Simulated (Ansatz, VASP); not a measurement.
# Al2Cu in VASP and in Ansatz

File INCAR:

```
PREC = Accurate
ENCUT = 520
EDIFF = 1E-7
ISMEAR = 0
SIGMA = 0.1
LREAL = F
LASPH = T
NELM = 100
ALGO = Fast
ISIF = 2
LWAVE = F
LCHARG = F
GGA = CA
NBANDS = 16
```

Contents of KPOINTS:

```
Automatic mesh
0
Gamma
  4 4 6
```

POSCAR

```
Al2Cu
1.0
    4.1051820000      0.0000000000      0.0000000000
    0.0000000000      4.1051820000      0.0000000000
    0.0000000000      0.0000000000      2.8913130000
Al Cu
2 1
Direct
    0.5000000000      0.0000000000      0.5000000000
    0.0000000000      0.5000000000      0.5000000000
    0.0000000000      0.0000000000      0.0000000000
```

Input for Ansatz:

```yaml
crystal:
  lattice:
    - [4.105182, 0.0, 0.0]
    - [0.0, 4.105182, 0.0]
    - [0.0, 0.0, 2.891313]
  atoms:
    - { symbol: Al, position: [0.5, 0.0, 0.5] }
    - { symbol: Al, position: [0.0, 0.5, 0.5] }
    - { symbol: Cu, position: [0.0, 0.0, 0.0] }
basis:
  ecutwfc: 420
kpoints:
  mp_grid: { grid: [4, 4, 6] }
hamiltonian:
  xc: lda
  pseudopotentials: { kind: paw, azcp: { folder: soft_1 } }
scf:
  occupations: { method: gaussian, width: 0.1 }
output:
  forces: true
  stress: true
  eigenvalues: true
```

Alike in both runs: task single point; functional LDA; k mesh 4 × 4 × 6; occupations gaussian, width 0.1 eV; no spin polarisation.

|  | VASP | Ansatz |
| --- | --- | --- |
| version | VASP 6.6.1 | Ansatz 0.2.0 |
| potentials or method | VASP PAW LDA potentials, release 64 (Al, Cu), cutoff 520 eV | scalar-relativistic, plane waves, PAW |
| valence electrons in the cell | 17 | 25 |

```csv
,VASP,Ansatz,Ansatz less VASP
gap on the k mesh at the Fermi level (eV),none,none,-
pressure (GPa),-5.0,-5.2,-0.18
"traceless stress, the component that is largest in VASP (GPa)",1.92,1.88,-0.038
```

Ansatz warns that its potentials were made for another functional, while VASP's fit it. LDA's correlation is that of Perdew and Zunger in VASP and of Perdew and Wang (1992) in Ansatz. A gap of «none» marks a metal or a gap that the smearing closes. VASP's potentials hold 17 valence electrons a cell and Ansatz's 25, so a difference there can come from the potentials and not from the codes.

The k mesh is coarse, so the values compare programs but aren't converged.
